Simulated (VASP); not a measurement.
# Mg12CO12F4 in VASP: single point with PBE

Aim: the single point of Mg12CO12F4 with PBE.

Everything below comes from runs of VASP 6.6.1. Logs are shortened: lines on timing, memory, paths and dates and some standing lists are left out, and cuts for length are marked.

## Step 1: The cell of the first run

The cell holds a slab with vacuum, 29 atoms: a = 5.931 Å, b = 5.931 Å, c = 18.054 Å, α = 90.00°, β = 90.00°, γ = 60.00°.

## Step 2: Single point, PBE

INCAR reads:

```
  PREC = Accurate
  ENCUT = 620
  EDIFF = 1E-6
  ISMEAR = -1
  SIGMA = 0.02
  LREAL = Auto
  LASPH = True
  NELM = 120
  ALGO = Normal
  ISIF = 2
  LWAVE = False
  LCHARG = False
  GGA = PE
  NBANDS = 132
  GGA_COMPAT = False
  NELMDL = -8
```

KPOINTS reads:

```
Automatic mesh
0
Gamma
  2 2 1
```

POSCAR reads:

```
Mg12CO12F4
1.0
    5.9314950000      0.0000000000      0.0000000000
    2.9657470000      5.1368250000      0.0000000000
    0.0000000000      0.0000000000     18.0538060000
Mg O C F
12 12 1 4
Direct
    0.0000000000      0.0000000000      0.0553900000
    0.0000000000      0.5000000000      0.0553900000
    0.5000000000      0.0000000000      0.0553900000
    0.5000000000      0.5000000000      0.0553900000
    0.6667544102      0.6667420234      0.2000727291
    0.6674063700      0.1661889219      0.1997952758
    0.1661230597      0.6674344329      0.1997750077
    0.1663119653      0.1662870184      0.1996926344
    0.3332065863      0.3334092712      0.3356484618
    0.3333481059      0.8332777944      0.3396585415
    0.8333927856      0.3332869379      0.3395827420
    0.8332816427      0.8334972634      0.3405586693
    0.3333333000      0.8333333000      0.1224540000
    0.3333333000      0.3333333000      0.1224540000
    0.8333333000      0.8333333000      0.1224540000
    0.8333333000      0.3333333000      0.1224540000
    0.0002676662      0.4997426483      0.2581950263
   -0.0000286098      0.0000353304      0.2590972905
    0.4998592206      0.4999038405      0.2580178363
    0.4998085286      0.0002782148      0.2582001888
    0.6596129117      0.1713049823      0.3936077290
    0.6661564147      0.6659547297      0.3942608780
    0.1698373251      0.1697635284      0.3934297438
    0.1710491678      0.6598003055      0.3935491699
    0.3871324333      0.2196231324      0.6092080927
    0.5525709511      0.3041432131      0.5944310870
    0.1514139465      0.3874343955      0.5835527628
    0.4721631365     -0.0142595085      0.5795141055
    0.3726213720      0.2010408392      0.6838768510
```

Potentials or basis: VASP PAW PBE potentials, release 64 (Mg_sv, O, C, F).

The run is started by

```
$ cat potpaw_PBE.64/Mg_sv/POTCAR potpaw_PBE.64/O/POTCAR potpaw_PBE.64/C/POTCAR potpaw_PBE.64/F/POTCAR > POTCAR
$ mpirun -np 1 vasp_std > vasp.out
```

OUTCAR:

```text
PREC = Accurate
   ENCUT = 620
   EDIFF = 1E-6
   ISMEAR = -1
   LREAL = Auto
   LASPH = True
   NELM = 120
   ISIF = 2
   GGA = PE
   NELMDL = -8

 ion  position               nearest neighbor table
   1  0.000  0.000  0.055-  16 2.10  13 2.10  15 2.10
   2  0.000  0.500  0.055-  15 2.10  14 2.10  16 2.10
   3  0.500  0.000  0.055-  14 2.10  15 2.10  13 2.10
   4  0.500  0.500  0.055-  13 2.10  16 2.10  14 2.10
   5  0.667  0.667  0.200-  19 2.01  17 2.01  20 2.01
   6  0.667  0.166  0.200-  19 2.01  20 2.01  18 2.02
[... 16 lines left out ...]
  23  0.170  0.170  0.393-   9 1.98  10 1.98  11 1.98
  24  0.171  0.660  0.394-   9 1.98  10 1.98  12 1.98
  25  0.387  0.220  0.609-  28 1.33  27 1.33  26 1.33  29 1.36
  26  0.553  0.304  0.594-  25 1.33
  27  0.151  0.387  0.584-  25 1.33
  28  0.472  0.986  0.580-  25 1.33
  29  0.373  0.201  0.684-  25 1.36

  LATTYP: Found a hexagonal cell.
 ALAT       =     5.9314944448
 C/A-ratio  =     3.0437196170

  Lattice vectors:

 A1 = (  -2.9657470000,  -5.1368250000,   0.0000000000)
 A2 = (   5.9314950000,   0.0000000000,   0.0000000000)
 A3 = (   0.0000000000,   0.0000000000,  18.0538060000)

Analysis of symmetry for initial positions (statically):
=====================================================================
 Subroutine PRICEL returns:
 Original cell was already a primitive cell.

 Routine SETGRP: Setting up the symmetry group for a
 hexagonal supercell.

 Subroutine GETGRP returns: Found  1 space group operations
 (whereof  1 operations were pure point group operations)
 out of a pool of 24 trial point group operations.

The static configuration has the point symmetry C_1 .

Analysis of symmetry for dynamics (positions and initial velocities):
=====================================================================
 Subroutine PRICEL returns:
 Original cell was already a primitive cell.

 Routine SETGRP: Setting up the symmetry group for a
 hexagonal supercell.

 Subroutine GETGRP returns: Found  1 space group operations
 (whereof  1 operations were pure point group operations)
 out of a pool of 24 trial point group operations.

The dynamic configuration has the point symmetry C_1 .

 Subroutine INISYM returns: Found  1 space group operations
 (whereof  1 operations are pure point group operations),
 and found     1 'primitive' translations
[... 128 lines left out ...]
   EDIFF  = 0.1E-05   stopping-criterion for ELM
   LREAL  =      T    real-space projection
   EDIFFG = 0.1E-04   stopping-criterion for IOM
   NSW    =      0    number of steps for IOM
   IBRION =     -1    ionic relax: 0-MD 1-quasi-New 2-CG
   NFREE  =      0    steps in history (QN), initial steepest desc. (CG)
   ISIF   =      2    stress and relaxation
   ISYM   =      2    0-nonsym 1-usesym 2-fastsym
   POTIM  = 0.5000    time-step for ionic-motion
   TEBEG  =    0.0;   TEEND  =   0.0 temperature during run
   PSTRESS=    0.0 pullay stress
   NELECT =     224.0000    total number of electrons
   NUPDOWN=      -1.0000    fix difference up-down
   EMIN   =  10.00;   EMAX   =-10.00  energy-range for DOS
   EFERMI =   0.00;   METHOD = LEGACY
   ISMEAR =    -1;   SIGMA  =   0.02  broadening in eV -4-tet -1-fermi 0-gaus
   EFERMI_NEDOS =   21; number of points for ismear=-14 and -15
   IALGO  =     38    algorithm
   IMIX   =      4    mixing-type and parameters
     AMIX     =   0.40;   BMIX     =  1.00
     AMIX_MAG =   1.60;   BMIX_MAG =  1.00
  volume/ion in A,a.u.               =      18.97       128.00
  Fermi-wavevector in a.u.,A,eV,Ry     =   1.213431  2.293051 20.033405  1.472414
  Thomas-Fermi vector in A             =   2.348883
   LORBIT       =      0    0 simple, 1 ext, 2 COOP (PROOUT), +10 PAW based schemes
   GGA     = PE    functional components
   LHFCALC =     F    Hartree Fock is set to
   AEXX    =    0.0000 exact exchange contribution
   IVDW    =     0    specifies the selected vdW correction
   LEPSILON=     F    determine dielectric tensor
   LRPA    =     F    only Hartree local field effects (RPA)
 non-spin polarized calculation
  energy-cutoff  :      620.00
  volume of cell :      550.08
 maximum number of plane-waves:     19264
   NGX = 25   NGY = 25   NGZ = 73

 number of electron     223.9999868 magnetization

 Free energy of the ion-electron system (eV)
  ---------------------------------------------------
  ext. energy  EPLUGINS =         0.00000000
  ---------------------------------------------------
  free energy    TOTEN  =      -148.29348751 eV

  energy without entropy =     -148.21748646  energy(sigma->0) =     -148.25548699

 E-fermi :  -1.8688     XC(G=0):  -6.9508

 val. band max:       -1.8748491601   @ k =   0.5000   0.5000   0.0000
 cond. band min:      -1.8466249458   @ k =   0.5000   0.5000   0.0000
 fundamental gap:      0.0282242144
 Fermi energy:        -1.8688140162

 k-point     1 :       0.0000    0.0000    0.0000
  band No.  band energies     occupation
      1     -77.0719      2.00000
      2     -77.0664      2.00000
      3     -77.0660      2.00000
      4     -77.0654      2.00000
      5     -75.0774      2.00000
      6     -75.0720      2.00000
[... 497 lines left out ...]
    123       5.2848      0.00000
    124       5.2851      0.00000
 [bands above 124 left out]

------------------------ aborting loop because EDIFF is reached ----------------------------------------

  FORCE on cell =-STRESS in cart. coord.  units (eV):
  Direction    XX          YY          ZZ          XY          YZ          ZX
  --------------------------------------------------------------------------------------
  -------------------------------------------------------------------------------------
  Total       13.8294736     13.8222632     -6.2590954      0.0328805      0.0093472      0.0229480
  in kB       40.2799129     40.2589116    -18.2303264      0.0957681      0.0272247      0.0668386
  external PRESSURE =      20.7694994 kB  Pullay stress =       0.0000000 kB

 VOLUME and BASIS-vectors are now :
 -----------------------------------------------------------------------------
  energy-cutoff  :      620.00
  volume of cell :      550.08
      direct lattice vectors                 reciprocal lattice vectors
     5.931495000  0.000000000  0.000000000     0.168591561 -0.097336373  0.000000000
     2.965747000  5.136825000  0.000000000     0.000000000  0.194672779  0.000000000
     0.000000000  0.000000000 18.053806000     0.000000000  0.000000000  0.055389983

 POSITION                                       TOTAL-FORCE (eV/Angst)
 -----------------------------------------------------------------------------------
      0.00000      0.00000      1.00000        -0.000627     -0.000369      1.063417
      1.48287      2.56841      1.00000        -0.000811      0.000751      1.083801
      2.96575      0.00000      1.00000         0.000613     -0.001368      1.083644
      4.44862      2.56841      1.00000         0.000851      0.000243      1.088177
      5.93224      3.42494      3.61207        -0.001583      0.000569     -0.043753
      4.45159      0.85368      3.60707         0.000547     -0.000562     -0.046128
[... 21 lines left out ...]
      5.72409      5.06358     10.46244        -0.064280     -0.383629     -0.168509
      2.80644      1.03271     12.34658        -0.036502     -0.025550      0.351510
 -----------------------------------------------------------------------------------
    total drift:                               -0.000981      0.005179      0.033016

  FREE ENERGIE OF THE ION-ELECTRON SYSTEM (eV)
  ---------------------------------------------------
  free  energy   TOTEN  =      -148.2934875077 eV

  energy  without entropy=     -148.2174864639  energy(sigma->0) =     -148.25548699
```

stdout:

```text
POSCAR found type information on POSCAR MgO C F
 POSCAR found :  4 types and      29 ions
 scaLAPACK will be used
 LDA part: xc-table for (Slater+PW92), standard interpolation
 POSCAR, INCAR and KPOINTS ok, starting setup
 FFT: planning ... GRIDC
 FFT: planning ... GRID_SOFT
 FFT: planning ... GRID
 WAVECAR not read
 entering main loop
```

It took 21 min on 1 thread of Intel Xeon Platinum 8259CL at 2.50GHz (Skylake/Cascade Lake), shared host; peak memory 0.85 GiB.

What came out:

- Free energy: -148.2935 eV
- Largest force: 1.116 eV/Å
- Band gap on the k mesh: zero (bands 112 and 113 overlap by 0.27 eV)

Forces in eV/Å, atoms in the order of the input:
```
Mg  -0.001  0.000  1.063
Mg  -0.001  0.001  1.084
Mg   0.001 -0.001  1.084
Mg   0.001  0.000  1.088
Mg  -0.002  0.001 -0.044
Mg   0.001 -0.001 -0.046
Mg   0.001  0.001 -0.041
Mg  -0.001 -0.002 -0.040
Mg   0.002 -0.002 -0.012
Mg   0.000  0.002 -0.024
Mg  -0.001 -0.004 -0.017
Mg   0.001  0.001 -0.030
O   -0.016  0.013 -1.079
O   -0.004 -0.002 -1.116
O    0.016  0.009 -1.071
O    0.004 -0.021 -1.079
O   -0.001  0.003  0.035
O    0.002 -0.001  0.036
O    0.002  0.002  0.040
O   -0.002 -0.004  0.038
O   -0.001 -0.001  0.036
O   -0.002  0.000  0.038
O    0.001  0.000  0.032
O    0.001  0.001  0.033
C    0.017 -0.002  0.039
F    0.374  0.135 -0.080
F   -0.289  0.281 -0.149
F   -0.064 -0.384 -0.169
F   -0.037 -0.026  0.352
```

Caveat: the k points lie up to 0.61 Å⁻¹ apart; there is no dipole correction, which matters where the two faces differ.

The gap in the log of VASP goes by the Fermi energy; the results here count the filled bands.